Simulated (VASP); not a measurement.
A run of VASP 6.6.1:

INCAR

```
PREC = Accurate
ENCUT = 520
EDIFF = 1E-6
ISMEAR = -1
SIGMA = 0.05
LREAL = F
LASPH = T
NELM = 100
ALGO = Normal
ISIF = 2
LWAVE = F
LCHARG = F
GGA = PS
NBANDS = 17
```

KPOINTS

```
regular mesh
0
Gamma
  13 13 7
```

File POSCAR:

```
Hf
1.0
    3.1860071449      0.0000000000      0.0000000000
   -1.5930035725      2.7591631242      0.0000000000
    0.0000000000      0.0000000000      5.0408841546
Hf
2
Direct
    0.3333333333      0.6666666667      0.2500000000
    0.6666666667      0.3333333333      0.7500000000
```

Potentials or basis: VASP PAW PBE potentials, release 64 (Hf_pv).

Run with:

```bash
$ cat potpaw_PBE.64/Hf_pv/POTCAR > POTCAR
$ mpirun -np 1 vasp_std > vasp.out
```

Hardware: 1 thread of Intel(R) Xeon(R) 6975P-C (Granite Rapids), with other jobs on the host.

**Question.** Estimate the wall time of this run.

**Answer.** Wall time 14 s on 1 thread of Intel(R) Xeon(R) 6975P-C (Granite Rapids) (shared host), peak memory 0.19 GiB. Counts: scf iterations 11, k points 84.
